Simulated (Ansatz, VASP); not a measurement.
# TiO2: VASP beside Ansatz

The input INCAR:

```
  ALGO = Normal
  EDIFF = 1E-6
  ENCUT = 520
  GGA = PS
  ISIF = 2
  ISMEAR = 0
  LASPH = True
  LCHARG = False
  LREAL = False
  LWAVE = False
  NBANDS = 33
  NELM = 100
  PREC = Accurate
  SIGMA = 0.05
```

The input KPOINTS:

```
k-points
0
Gamma
  6 6 10
```

POSCAR

```
TiO2
1.0
    4.5912476203      0.0000000000      0.0000000000
    0.0000000000      4.5912476203     -0.2295623810
    0.0000000000     -0.1469497010      2.9389940195
Ti O
2 4
Direct
    0.0000000000      0.0000000000      0.0000000000
    0.5000000000      0.5000000000      0.5000000000
    0.3044387440      0.3044387440      0.0000000000
    0.1955612560      0.8044387440      0.5000000000
    0.6955612560      0.6955612560      0.0000000000
    0.8044387440      0.1955612560      0.5000000000
```

Input for Ansatz:

```yaml
crystal:
  lattice:
    - [4.5912476203, 0.0, 0.0]
    - [0.0, 4.5912476203, -0.229562381]
    - [0.0, -0.146949701, 2.9389940195]
  atoms:
    - { symbol: Ti, position: [0.0, 0.0, 0.0] }
    - { symbol: Ti, position: [0.5, 0.5, 0.5] }
    - { symbol: O, position: [0.304438744, 0.304438744, 0.0] }
    - { symbol: O, position: [0.195561256, 0.804438744, 0.5] }
    - { symbol: O, position: [0.695561256, 0.695561256, 0.0] }
    - { symbol: O, position: [0.804438744, 0.195561256, 0.5] }
basis:
  ecutwfc: 420
kpoints:
  mp_grid: { grid: [6, 6, 10] }
hamiltonian:
  xc: pbesol
scf:
  occupations: { method: gaussian, width: 0.05 }
output:
  forces: true
  stress: true
  eigenvalues: true
```

Change from the starting cell: strain -0.1000 x Voigt [0, 0, 0, 1, 0, 0], atoms carried along.

Alike in both runs: task single point; functional PBEsol; k mesh 6 × 6 × 10; occupations gaussian, width 0.05 eV; no spin polarisation.

```csv
,VASP,Ansatz
version,VASP 6.6.1,Ansatz 0.2.0
potentials or method,"VASP PAW PBE potentials, release 64 (Ti_sv, O), cutoff 520 eV","scalar-relativistic, plane waves, PAW"
valence electrons in the cell,48,48
```

Ansatz gave:

* gap on the k mesh at the Fermi level (eV): 1.82
* least direct gap on the mesh (eV): 1.89
* pressure (GPa): 2.3
* traceless stress, the component that is largest in VASP (GPa): 14.69
* rms of the force components (eV/Å): 0.282

Q: What did VASP give for the same quantities?

A: gap on the k mesh at the Fermi level (eV): 1.79; least direct gap on the mesh (eV): 1.86; pressure (GPa): 3.0; traceless stress, the component that is largest in VASP (GPa): 14.85; rms of the force components (eV/Å): 0.297.

VASP's potentials were made for PBE, not for PBEsol. Atom by atom the forces differ by 0.017 eV/Å (rms over components).
